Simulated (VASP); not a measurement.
The system is Ta2N.

```
CELL_PARAMETERS angstrom
3.07079 0.00000 0.00000
-1.53540 2.65938 0.00000
0.00000 0.00000 4.80402
ATOMIC_POSITIONS crystal
Ta 0.33333 0.66667 0.25471
Ta 0.66667 0.33333 0.74529
N 0.00000 0.00000 0.00000
```

This cell differs from its parent crystal: volume scaled by 0.96.

Base run:

* Program: VASP 6.6.1
* Functional: PBEsol
* Potentials or basis: VASP PAW PBE potentials, release 64 (Ta_pv, N)
* Cutoff: 520 eV
* k mesh: 10 × 10 × 6
* Occupations: fermi-dirac, width 0.05 eV
* Spin: no spin polarisation

Its results: pressure 3.2 GPa; largest force 0.006 eV/Å.

Task: The run is repeated on the same cell with these changes: functional from PBEsol to r2SCAN; further incar settings from ALGO = Normal; EDIFF = 1e-07; NBANDS = 20 to ALGO = Normal; EDIFF = 1e-06; NBANDS = 20. What comes out?

Result: Pressure 8.3 GPa; largest force 0.433 eV/Å.

Caveats: the PAW data sets were made with another functional, which shifts forces and pressure a little.
